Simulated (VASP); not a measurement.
# Mn2ZnAs2 in VASP: notebook

Runs on Mn2ZnAs2. Level: PBE. Tasks: single point.

Program: VASP 6.6.1. These are calculated values, not measurements. Logs are shortened: lines on timing, memory, paths and dates and some standing lists are left out, and cuts for length are marked.

## Step 1: The cell of the first run

The typed cell holds 5 atoms: a = 4.126 Å, b = 4.126 Å, c = 6.615 Å, α = 90.00°, β = 90.00°, γ = 120.00°.

## Step 2: Single point, PBE

INCAR

```
SYSTEM = Mn2ZnAs2
ALGO = Normal
EDIFF = 1E-6
ENCUT = 520
GGA = PE
ISIF = 2
ISMEAR = -1
LASPH = .TRUE.
LCHARG = .TRUE.
LELF = .TRUE.
LREAL = .FALSE.
LVHAR = .TRUE.
LWAVE = .FALSE.
NBANDS = 32
NELM = 80
PREC = Accurate
SIGMA = 0.0768
```

KPOINTS

```
k-points
0
G
  5 5 3
  0 0 0
```

POSCAR

```
Mn2ZnAs2
1.0
    4.1256740000      0.0000000000      0.0000000000
   -2.0628370000      3.5729400000      0.0000000000
    0.0000000000      0.0000000000      6.6147670000
Mn As Zn
2 2 1
Direct
    0.3333000000      0.6667000000      0.3694400000
    0.6667000000      0.3333000000      0.6305600000
    0.3333000000      0.6667000000      0.7679300000
    0.6667000000      0.3333000000      0.2320700000
    0.0000000000      0.0000000000      0.0000000000
```

Potentials or basis: VASP PAW PBE potentials, release 64 (Mn_pv, As, Zn).

Started as:

```sh
cat potpaw_PBE.64/Mn_pv/POTCAR potpaw_PBE.64/As/POTCAR potpaw_PBE.64/Zn/POTCAR > POTCAR
mpirun -np 1 vasp_std > vasp.out
```

OUTCAR:

```text
SYSTEM = Mn2ZnAs2
   EDIFF = 1E-6
   ENCUT = 520
   GGA = PE
   ISIF = 2
   ISMEAR = -1
   LASPH = .TRUE.
   LREAL = .FALSE.
   NELM = 80
   PREC = Accurate

 ion  position               nearest neighbor table
   1  0.333  0.667  0.369-   4 2.55   4 2.55   4 2.55   3 2.64   2 2.94   2 2.94   2 2.94
   2  0.667  0.333  0.631-   3 2.55   3 2.55   3 2.55   4 2.64   1 2.94   1 2.94   1 2.94
   3  0.333  0.667  0.768-   2 2.55   2 2.55   2 2.55   1 2.64   5 2.83   5 2.83   5 2.83
   4  0.667  0.333  0.232-   1 2.55   1 2.55   1 2.55   2 2.64   5 2.83   5 2.83   5 2.83
   5  0.000  0.000  0.000-   3 2.83   4 2.83   4 2.83   3 2.83   4 2.83   3 2.83

  LATTYP: Found a hexagonal cell.
 ALAT       =     4.1256740000
 C/A-ratio  =     1.6033179064

  Lattice vectors:

 A1 = (   4.1256740000,   0.0000000000,   0.0000000000)
 A2 = (  -2.0628370000,   3.5729400000,   0.0000000000)
 A3 = (   0.0000000000,   0.0000000000,   6.6147670000)

Analysis of symmetry for initial positions (statically):
=====================================================================
 Subroutine PRICEL returns:
 Original cell was already a primitive cell.

 Routine SETGRP: Setting up the symmetry group for a
 hexagonal supercell.

 Subroutine GETGRP returns: Found  4 space group operations
 (whereof  4 operations were pure point group operations)
 out of a pool of 24 trial point group operations.

The static configuration has the point symmetry C_2h.

Analysis of symmetry for dynamics (positions and initial velocities):
=====================================================================
 Subroutine PRICEL returns:
 Original cell was already a primitive cell.

 Routine SETGRP: Setting up the symmetry group for a
 hexagonal supercell.

 Subroutine GETGRP returns: Found  4 space group operations
 (whereof  4 operations were pure point group operations)
 out of a pool of 24 trial point group operations.

The dynamic configuration has the point symmetry C_2h.

 Subroutine INISYM returns: Found  4 space group operations
 (whereof  4 operations are pure point group operations),
 and found     1 'primitive' translations

----------------------------------------------------------------------------------------

                                     Primitive cell

  volume of cell :      97.5069

  direct lattice vectors                    reciprocal lattice vectors
     4.125674000  0.000000000  0.000000000     0.242384638  0.139940777  0.000000000
    -2.062837000  3.572940000  0.000000000     0.000000000  0.279881554  0.000000000
     0.000000000  0.000000000  6.614767000     0.000000000  0.000000000  0.151176905

  length of vectors
     4.125674000  4.125675306  6.614767000     0.279881643  0.279881554  0.151176905

  position of ions in fractional coordinates (direct lattice)
     0.333300000  0.666700000  0.369440000
     0.666700000  0.333300000  0.630560000
     0.333300000  0.666700000  0.767930000
     0.666700000  0.333300000  0.232070000
     0.000000000  0.000000000  0.000000000

  ion indices of the primitive-cell ions
   primitive index   ion index
                 1           1
                 2           2
                 3           3
                 4           4
                 5           5

----------------------------------------------------------------------------------------

 KPOINTS: k-points

Automatic generation of k-mesh.
 Grid dimensions read from file:
 generate k-points for:    5    5    3

 Generating k-lattice:

  Cartesian coordinates                     Fractional coordinates (reciprocal lattice)
     0.048476928  0.027988155  0.000000000     0.200000000  0.000000000  0.000000000
     0.000000000  0.055976311  0.000000000     0.000000000  0.200000000  0.000000000
     0.000000000  0.000000000  0.050392302     0.000000000  0.000000000  0.333333333

  Length of vectors
     0.055976329  0.055976311  0.050392302

  Shift w.r.t. Gamma in fractional coordinates (k-lattice)
     0.000000000  0.000000000  0.000000000

 Subroutine IBZKPT returns following result:
 ===========================================

 Found     24 irreducible k-points:

 Following reciprocal coordinates:
            Coordinates               Weight
  0.000000  0.000000  0.000000      1.000000
  0.200000  0.000000  0.000000      4.000000
 -0.200000  0.200000  0.000000      2.000000
  0.400000 -0.000000  0.000000      4.000000
 -0.400000  0.400000  0.000000      2.000000
  0.200000  0.200000  0.000000      2.000000
[... 16 lines left out ...]
  0.400000  0.400000  0.333333      4.000000
 -0.400000 -0.200000  0.333333      4.000000
   k-points           NKPTS =     24   k-points in BZ     NKDIM =     24   number of bands    NBANDS=     32
   number of dos      NEDOS =    301   number of ions     NIONS =      5
   total plane-waves  NPLWV =  51200
   dimension x,y,z NGX =    32 NGY =   32 NGZ =   50
   dimension x,y,z NGXF=    64 NGYF=   64 NGZF=  100
   ions per type =               2   2   1
   NGX,Y,Z   is equivalent  to a cutoff of  12.89, 12.89, 12.57 a.u.
   NGXF,Y,Z  is equivalent  to a cutoff of  25.79, 25.79, 25.13 a.u.
 SYSTEM =  Mn2ZnAs2
   PREC   = accura    normal or accurate (medium, high low for compatibility)
   ISTART =      0    job   : 0-new  1-cont  2-samecut
   ICHARG =      2    charge: 1-file 2-atom 10-const
   ISPIN  =      1    spin polarized calculation?
   LNONCOLLINEAR =      F non collinear calculations
   LSORBIT =      F    spin-orbit coupling
   LASPH  =      T    aspherical Exc in radial PAW
   ENCUT  =  520.0 eV  38.22 Ry    6.18 a.u.   7.67  7.67 12.30*2*pi/ulx,y,z
   NELM   =     80;   NELMIN=  2; NELMDL= -5     # of ELM steps
   EDIFF  = 0.1E-05   stopping-criterion for ELM
   LREAL  =      F    real-space projection
[... 7 lines left out ...]
   TEBEG  =    0.0;   TEEND  =   0.0 temperature during run
   PSTRESS=    0.0 pullay stress
   NELECT =      48.0000    total number of electrons
   NUPDOWN=      -1.0000    fix difference up-down
   EMIN   =  10.00;   EMAX   =-10.00  energy-range for DOS
   EFERMI =   0.00;   METHOD = LEGACY
   ISMEAR =    -1;   SIGMA  =   0.08  broadening in eV -4-tet -1-fermi 0-gaus
   EFERMI_NEDOS =   21; number of points for ismear=-14 and -15
   IALGO  =     38    algorithm
   IMIX   =      4    mixing-type and parameters
     AMIX     =   0.40;   BMIX     =  1.00
     AMIX_MAG =   1.60;   BMIX_MAG =  1.00
  volume/ion in A,a.u.               =      19.50       131.60
  Fermi-wavevector in a.u.,A,eV,Ry     =   1.292638  2.442731 22.734144  1.670912
  Thomas-Fermi vector in A             =   2.424333
   LORBIT       =      0    0 simple, 1 ext, 2 COOP (PROOUT), +10 PAW based schemes
   GGA     = PE    functional components
   LHFCALC =     F    Hartree Fock is set to
   AEXX    =    0.0000 exact exchange contribution
   IVDW    =     0    specifies the selected vdW correction
   LEPSILON=     F    determine dielectric tensor
   LRPA    =     F    only Hartree local field effects (RPA)
 non-spin polarized calculation
  energy-cutoff  :      520.00
  volume of cell :       97.51
 maximum number of plane-waves:      2639
   NGX = 15   NGY = 15   NGZ = 25

 number of electron      48.0000008 magnetization

 Free energy of the ion-electron system (eV)
  ---------------------------------------------------
  ext. energy  EPLUGINS =         0.00000000
  ---------------------------------------------------
  free energy    TOTEN  =       -25.96781407 eV

  energy without entropy =      -25.77039553  energy(sigma->0) =      -25.86910480

 E-fermi :   4.3468     XC(G=0): -10.4315

 val. band max:        4.3328771844   @ k =   0.4000   0.4000   0.3333
 cond. band min:       4.3531037011   @ k =   0.2000  -0.2000   0.3333
 fundamental gap:      0.0202265166
 Fermi energy:         4.3467523164

 k-point     1 :       0.0000    0.0000    0.0000
  band No.  band energies     occupation
      1     -43.4161      2.00000
      2     -43.4161      2.00000
      3     -43.3887      2.00000
      4     -43.3887      2.00000
      5     -43.3179      2.00000
      6     -43.2897      2.00000
[... 24 lines left out ...]
     31       7.5018      0.00000
     32       9.4499      0.00000

 k-point     2 :       0.2000    0.0000    0.0000
  band No.  band energies     occupation
      1     -43.4173      2.00000
      2     -43.4159      2.00000
      3     -43.3926      2.00000
      4     -43.3877      2.00000
      5     -43.3140      2.00000
      6     -43.2911      2.00000
[... 24 lines left out ...]
     31       7.7137      0.00000
     32       8.9038      0.00000

 k-point     3 :      -0.2000    0.2000    0.0000
  band No.  band energies     occupation
      1     -43.4174      2.00000
      2     -43.4159      2.00000
      3     -43.3926      2.00000
      4     -43.3877      2.00000
      5     -43.3140      2.00000
      6     -43.2911      2.00000
[... 24 lines left out ...]
     31       7.7136      0.00000
     32       8.9038      0.00000

 k-point     4 :       0.4000   -0.0000    0.0000
  band No.  band energies     occupation
      1     -43.4192      2.00000
      2     -43.4150      2.00000
      3     -43.3991      2.00000
      4     -43.3864      2.00000
      5     -43.3065      2.00000
      6     -43.2948      2.00000
[... 24 lines left out ...]
     31       7.7083      0.00000
     32       9.4249      0.00000

 k-point     5 :      -0.4000    0.4000    0.0000
  band No.  band energies     occupation
      1     -43.4193      2.00000
      2     -43.4150      2.00000
      3     -43.3991      2.00000
      4     -43.3864      2.00000
      5     -43.3065      2.00000
      6     -43.2948      2.00000
[... 584 lines left out ...]
     31       8.5768      0.00000
     32       9.2460      0.00000

 k-point    22 :       0.4000    0.2000    0.3333
  band No.  band energies     occupation
      1     -43.4211      2.00000
      2     -43.4114      2.00000
      3     -43.4035      2.00000
      4     -43.3856      2.00000
      5     -43.3028      2.00000
      6     -43.2974      2.00000
[... 24 lines left out ...]
     31       8.6193      0.00000
     32       9.0487      0.00000

 k-point    23 :       0.4000    0.4000    0.3333
  band No.  band energies     occupation
      1     -43.4211      2.00000
      2     -43.4114      2.00000
      3     -43.4035      2.00000
      4     -43.3856      2.00000
      5     -43.3028      2.00000
      6     -43.2974      2.00000
[... 24 lines left out ...]
     31       8.6192      0.00000
     32       9.0487      0.00000

 k-point    24 :      -0.4000   -0.2000    0.3333
  band No.  band energies     occupation
      1     -43.4211      2.00000
      2     -43.4114      2.00000
      3     -43.4035      2.00000
      4     -43.3856      2.00000
      5     -43.3028      2.00000
      6     -43.2974      2.00000
[... 24 lines left out ...]
     31       8.6191      0.00000
     32       9.0485      0.00000

------------------------ aborting loop because EDIFF is reached ----------------------------------------

  FORCE on cell =-STRESS in cart. coord.  units (eV):
  Direction    XX          YY          ZZ          XY          YZ          ZX
  --------------------------------------------------------------------------------------
  -------------------------------------------------------------------------------------
  Total       -9.3831080     -9.3813008    -11.0896288      0.0015720     -0.0010002      0.0017322
  in kB     -154.1778967   -154.1482008   -182.2184752      0.0258301     -0.0164347      0.0284628
  external PRESSURE =    -163.5148576 kB  Pullay stress =       0.0000000 kB

 VOLUME and BASIS-vectors are now :
 -----------------------------------------------------------------------------
  energy-cutoff  :      520.00
  volume of cell :       97.51
      direct lattice vectors                 reciprocal lattice vectors
     4.125674000  0.000000000  0.000000000     0.242384638  0.139940777  0.000000000
    -2.062837000  3.572940000  0.000000000     0.000000000  0.279881554  0.000000000
     0.000000000  0.000000000  6.614767000     0.000000000  0.000000000  0.151176905

 POSITION                                       TOTAL-FORCE (eV/Angst)
 -----------------------------------------------------------------------------------
     -0.00021      2.38208      2.44376         0.001623     -0.000937      0.885982
      2.06304      1.19086      4.17101        -0.001623      0.000937     -0.885982
     -0.00021      2.38208      5.07968         0.001389     -0.000802     -1.984769
      2.06304      1.19086      1.53509        -0.001389      0.000802      1.984769
      0.00000      0.00000      0.00000         0.000000      0.000000      0.000000
 -----------------------------------------------------------------------------------
    total drift:                               -0.000000      0.000000      0.000000

  FREE ENERGIE OF THE ION-ELECTRON SYSTEM (eV)
  ---------------------------------------------------
  free  energy   TOTEN  =       -25.9678140733 eV

  energy  without entropy=      -25.7703955285  energy(sigma->0) =      -25.86910480
```

Wall time 51 s (1 thread of Intel Xeon Platinum 8488C (Sapphire Rapids), shared host); peak memory 0.25 GiB.

What came out:

| Property | Result |
| --- | --- |
| Free energy | -25.9678 eV |
| Pressure | -16.4 GPa |
| Largest force | 1.985 eV/Å |
| Band gap on the k mesh | zero (band 24 reaches 4.40 eV, above the bottom of band 25 at 4.23 eV) |

Forces on the atoms (eV/Å):
```
Mn   0.002 -0.001  0.886
Mn  -0.002  0.001 -0.886
As   0.001 -0.001 -1.985
As  -0.001  0.001  1.985
Zn   0.000  0.000  0.000
```

Caveat: forces of over 1 eV/Å act on the atoms, so gaps and moduli don't describe the material at rest. Spin polarisation is off, so any magnetic state and its effect on volume and gap are missing.

## Step 3: Single point, PBE

INCAR

```
PREC = Accurate ; ENCUT = 520
EDIFF = 1E-6 ; ISMEAR = -1
SIGMA = 0.0768 ; LREAL = False
LASPH = True ; NELM = 60
ALGO = Normal ; ISIF = 2
LWAVE = False ; LCHARG = False
GGA = PE ; ISYM = 0
NBANDS = 32
```

KPOINTS

```
regular mesh
0
Gamma
  5 5 3
```

POSCAR is that of step 2.

Potentials or basis: VASP PAW PBE potentials, release 64 (Mn_pv, As, Zn).

Started as:

```sh
cat potpaw_PBE.64/Mn_pv/POTCAR potpaw_PBE.64/As/POTCAR potpaw_PBE.64/Zn/POTCAR > POTCAR
mpirun -np 1 vasp_std > vasp.out
```

Run time: 64 s. Hardware: 1 thread of Intel Xeon Platinum 8488C (Sapphire Rapids), shared host; peak memory 0.29 GiB.

The run converged. Its results:

```yaml
Free_energy: -25.9678 eV
Pressure: -16.4 GPa
Largest_force: 1.985 eV/Å
Band_gap_on_the_k_mesh: zero (band 24 reaches 4.40 eV, above the bottom of band 25 at 4.23 eV)
```

Forces on the atoms (eV/Å):
```
Mn   0.002 -0.001  0.886
Mn  -0.002  0.001 -0.886
As   0.001 -0.001 -1.985
As  -0.001  0.001  1.985
Zn   0.000  0.000  0.000
```

Stress tensor (GPa, compression positive):
```
-15.44   0.00   0.00
  0.00 -15.44   0.00
  0.00   0.00 -18.24
```

Levels at points of the mesh, in eV from the Fermi level:
| k point | band 20 | band 21 | band 22 | band 23 | band 24 | band 25 | band 26 | band 27 | band 28 | band 29 |
| --- | --- | --- | --- | --- | --- | --- | --- | --- | --- | --- |
| (0.00, 0.00, 0.00) | -0.87 | -0.87 | 0.02 | 0.02 | 0.02 | 0.65 | 1.70 | 1.83 | 1.83 | 1.84 |

Caveat: forces of over 1 eV/Å act on the atoms, so gaps and moduli don't describe the material at rest. Spin polarisation is off, so any magnetic state and its effect on volume and gap are missing.
